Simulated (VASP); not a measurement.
# Ir (Fm-3m) in VASP: single point with PBEsol

Aim: the single point of Ir with PBEsol.

Everything below comes from runs of VASP 6.6.1. Logs are shortened: lines on timing, memory, paths and dates and some standing lists are left out, and cuts for length are marked.

### 1 The cell of the first run

It takes space group Fm-3m (No. 225, cubic). The conventional cell has a = 3.830 Å, b = 3.830 Å, c = 3.830 Å, α = 90.00°, β = 90.00°, γ = 90.00°. Ir (site symmetry m-3m) has 12 Ir at 2.71 Å within 3.6 Å.

### 2 Single point, PBEsol

INCAR reads:

```
  PREC = Accurate
  ENCUT = 560
  EDIFF = 1E-6
  ISMEAR = 0
  SIGMA = 0.1
  LREAL = F
  LASPH = T
  NELM = 120
  ALGO = Normal
  ISIF = 2
  LWAVE = F
  LCHARG = T
  GGA = PS
  LELF = T
  LVHAR = T
  NBANDS = 14
  GGA_COMPAT = F
```

KPOINTS reads:

```
Automatic mesh
0
Gamma
  8 8 8
```

POSCAR reads:

```
Ir
1.0
    0.0000000000      1.9150000000      1.9150000000
    1.9150000000      0.0000000000      1.9150000000
    1.9150000000      1.9150000000      0.0000000000
Ir
1
Direct
    0.0000000000      0.0000000000      0.0000000000
```

Potentials or basis: VASP PAW PBE potentials, release 64 (Ir_sv_GW).

Launch:

```bash
> cat potpaw_PBE.64/Ir_sv_GW/POTCAR > POTCAR
> mpirun -np 1 vasp_std > vasp.out
```

OUTCAR:

```text
PREC = Accurate
   ENCUT = 560
   EDIFF = 1E-6
   ISMEAR = 0
   LREAL = F
   LASPH = T
   NELM = 120
   ISIF = 2
   GGA = PS

 ion  position               nearest neighbor table
   1  0.000  0.000  0.000-

  LATTYP: Found a face centered cubic cell.
 ALAT       =     3.8300000000

  Lattice vectors:

 A1 = (   0.0000000000,   1.9150000000,   1.9150000000)
 A2 = (   1.9150000000,   0.0000000000,   1.9150000000)
 A3 = (   1.9150000000,   1.9150000000,   0.0000000000)

Analysis of symmetry for initial positions (statically):
=====================================================================
 Subroutine PRICEL returns:
 Original cell was already a primitive cell.

 Routine SETGRP: Setting up the symmetry group for a
 face centered cubic supercell.

 Subroutine GETGRP returns: Found 48 space group operations
 (whereof 48 operations were pure point group operations)
 out of a pool of 48 trial point group operations.

The static configuration has the point symmetry O_h .

Analysis of symmetry for dynamics (positions and initial velocities):
=====================================================================
 Subroutine PRICEL returns:
 Original cell was already a primitive cell.

 Routine SETGRP: Setting up the symmetry group for a
 face centered cubic supercell.

 Subroutine GETGRP returns: Found 48 space group operations
 (whereof 48 operations were pure point group operations)
 out of a pool of 48 trial point group operations.

The dynamic configuration has the point symmetry O_h .

 Subroutine INISYM returns: Found 48 space group operations
 (whereof 48 operations are pure point group operations),
 and found     1 'primitive' translations

----------------------------------------------------------------------------------------

                                     Primitive cell

  volume of cell :      14.0455

  direct lattice vectors                    reciprocal lattice vectors
     0.000000000  1.915000000  1.915000000    -0.261096606  0.261096606  0.261096606
     1.915000000  0.000000000  1.915000000     0.261096606 -0.261096606  0.261096606
     1.915000000  1.915000000  0.000000000     0.261096606  0.261096606 -0.261096606

  length of vectors
     2.708218972  2.708218972  2.708218972     0.452232587  0.452232587  0.452232587

  position of ions in fractional coordinates (direct lattice)
     0.000000000  0.000000000  0.000000000

  ion indices of the primitive-cell ions
   primitive index   ion index
[... 82 lines left out ...]
   TEBEG  =    0.0;   TEEND  =   0.0 temperature during run
   PSTRESS=    0.0 pullay stress
   NELECT =      17.0000    total number of electrons
   NUPDOWN=      -1.0000    fix difference up-down
   EMIN   =  10.00;   EMAX   =-10.00  energy-range for DOS
   EFERMI =   0.00;   METHOD = LEGACY
   ISMEAR =     0;   SIGMA  =   0.10  broadening in eV -4-tet -1-fermi 0-gaus
   EFERMI_NEDOS =   21; number of points for ismear=-14 and -15
   IALGO  =     38    algorithm
   IMIX   =      4    mixing-type and parameters
     AMIX     =   0.40;   BMIX     =  1.00
     AMIX_MAG =   1.60;   BMIX_MAG =  1.00
  volume/ion in A,a.u.               =      14.05        94.78
  Fermi-wavevector in a.u.,A,eV,Ry     =   1.744666  3.296941 41.414234  3.043860
  Thomas-Fermi vector in A             =   2.816502
   LORBIT       =      0    0 simple, 1 ext, 2 COOP (PROOUT), +10 PAW based schemes
   GGA     = PS    functional components
   LHFCALC =     F    Hartree Fock is set to
   AEXX    =    0.0000 exact exchange contribution
   IVDW    =     0    specifies the selected vdW correction
   LEPSILON=     F    determine dielectric tensor
   LRPA    =     F    only Hartree local field effects (RPA)
 non-spin polarized calculation
 Gauss-broadening in eV      SIGMA  =   0.10
  energy-cutoff  :      560.00
  volume of cell :       14.05
 maximum number of plane-waves:       444
 NGX is ok and might be reduce to    24
   NGX = 11   NGY = 11   NGZ = 11

 number of electron      17.0000000 magnetization

 Free energy of the ion-electron system (eV)
  ---------------------------------------------------
  ext. energy  EPLUGINS =         0.00000000
  ---------------------------------------------------
  free energy    TOTEN  =       -10.32474694 eV

  energy without entropy =      -10.31570702  energy(sigma->0) =      -10.32022698

 E-fermi :  12.9297     XC(G=0): -14.7515

 val. band max:       12.8876206210   @ k =  -0.3750   0.1250   0.0000
 cond. band min:      12.9510707723   @ k =  -0.3750   0.2500   0.0000
 fundamental gap:      0.0634501513
 Fermi energy:        12.9297314994

 k-point     1 :       0.0000    0.0000    0.0000
  band No.  band energies     occupation
      1     -80.1599      2.00000
      2     -36.5365      2.00000
      3     -36.5365      2.00000
      4     -36.5365      2.00000
      5       1.6254      2.00000
      6       8.9355      2.00000
      7       8.9355      2.00000
      8       8.9355      2.00000
      9      11.6934      2.00000
     10      11.6934      2.00000
     11      26.4268      0.00000
     12      31.9946      0.00000
     13      31.9946      0.00000
     14      31.9946      0.00000
[... 377 lines left out ...]
      1     -80.0814      2.00000
      2     -37.2367      2.00000
      3     -36.8637      2.00000
      4     -36.7193      2.00000
      5       6.1595      2.00000
      6       7.5725      2.00000
      7       9.2113      2.00000
      8      10.2648      2.00000
      9      13.4680      0.00000
     10      18.0727      0.00000
     11      19.5397      0.00000
     12      28.3218      0.00000
     13      28.6940      0.00000
     14      32.1541      0.00000

 [... further k-points ...]

------------------------ aborting loop because EDIFF is reached ----------------------------------------

  FORCE on cell =-STRESS in cart. coord.  units (eV):
  Direction    XX          YY          ZZ          XY          YZ          ZX
  --------------------------------------------------------------------------------------
  -------------------------------------------------------------------------------------
  Total       -0.0240548     -0.0240548     -0.0240548      0.0000000     -0.0000000      0.0000000
  in kB       -2.7439485     -2.7439485     -2.7439485      0.0000000     -0.0000000      0.0000000
  external PRESSURE =      -2.7439485 kB  Pullay stress =       0.0000000 kB

 VOLUME and BASIS-vectors are now :
 -----------------------------------------------------------------------------
  energy-cutoff  :      560.00
  volume of cell :       14.05
      direct lattice vectors                 reciprocal lattice vectors
     0.000000000  1.915000000  1.915000000    -0.261096606  0.261096606  0.261096606
     1.915000000  0.000000000  1.915000000     0.261096606 -0.261096606  0.261096606
     1.915000000  1.915000000  0.000000000     0.261096606  0.261096606 -0.261096606

 POSITION                                       TOTAL-FORCE (eV/Angst)
 -----------------------------------------------------------------------------------
      0.00000      0.00000      0.00000        -0.000000      0.000000     -0.000000
 -----------------------------------------------------------------------------------
    total drift:                               -0.000000      0.000000      0.000000

  FREE ENERGIE OF THE ION-ELECTRON SYSTEM (eV)
  ---------------------------------------------------
  free  energy   TOTEN  =       -10.3247469352 eV

  energy  without entropy=      -10.3157070224  energy(sigma->0) =      -10.32022698
```

OSZICAR:

```text
N       E                     dE             d eps       ncg     rms          rms(c)
DAV:   1     0.113462663407E+03    0.11346E+03   -0.11808E+04   828   0.135E+03
DAV:   2    -0.987393884196E+01   -0.12334E+03   -0.11871E+03  1046   0.403E+02
DAV:   3    -0.115609244275E+02   -0.16870E+01   -0.16839E+01   848   0.441E+01
DAV:   4    -0.115634797008E+02   -0.25553E-02   -0.25552E-02   974   0.215E+00
DAV:   5    -0.115634849308E+02   -0.52299E-05   -0.52279E-05   836   0.905E-02    0.751E+01
DAV:   6    -0.104355041257E+02    0.11280E+01   -0.14937E+00   824   0.130E+01    0.405E+01
DAV:   7    -0.103440885041E+02    0.91416E-01   -0.44340E-01   926   0.660E+00    0.739E+00
DAV:   8    -0.103249149672E+02    0.19174E-01   -0.69452E-02   824   0.329E+00    0.790E-01
DAV:   9    -0.103248886567E+02    0.26310E-04   -0.83274E-04   896   0.346E-01    0.316E-01
DAV:  10    -0.103247479308E+02    0.14073E-03   -0.22552E-04   908   0.219E-01    0.258E-01
DAV:  11    -0.103247469352E+02    0.99561E-06   -0.55257E-06   902   0.306E-02
   1 F= -.10324747E+02 E0= -.10320227E+02  d E =-.903991E-02
```

It took 26 s on 1 thread of AMD EPYC, shared host; peak memory 0.11 GiB.

What came out:

- Free energy: -10.3247 eV
- Pressure: -0.3 GPa
- Band gap on the k mesh: zero (an odd number of electrons rules out a gap without spin polarisation)

Caveat: the PAW data sets were made with another functional, which shifts forces and pressure a little; spin-orbit coupling is left out, which moves the levels of the heavy elements.

The gap in the log of VASP goes by the Fermi energy; the results here count the filled bands.